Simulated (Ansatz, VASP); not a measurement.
## One calculation of ScAl2, two programs

```
Sc Al
1.0
     0.00000    3.70054    3.70054
     3.70054    0.00000    3.70054
     3.70054    3.70054    0.00000
Sc Al
2 4
Cartesian
  3.7005 3.7005 3.7005
  5.5508 5.5508 5.5508
  0.9251 0.9251 0.9251
  0.9251 2.7754 2.7754
  2.7754 0.9251 2.7754
  2.7754 2.7754 0.9251
```

Alike in both runs: task single point; functional r2SCAN; k mesh 8 × 8 × 8; occupations gaussian, width 0.1 eV; no spin polarisation.

|  | VASP | Ansatz |
| --- | --- | --- |
| version | VASP 6.6.1 | Ansatz 0.2.0 |
| potentials or method | VASP PAW PBE potentials, release 64 (Sc_sv, Al), cutoff 520 eV | scalar-relativistic, plane waves, PAW |
| valence electrons in the cell | 34 | 34 |

|  | VASP | Ansatz | Ansatz less VASP |
| --- | --- | --- | --- |
| gap on the k mesh at the Fermi level (eV) | none | none | - |
| pressure (GPa) | 6.7 | 6.7 | -0.02 |

VASP's potentials were made for PBE, not for r2SCAN. A gap of «none» marks a metal or a gap that the smearing closes.
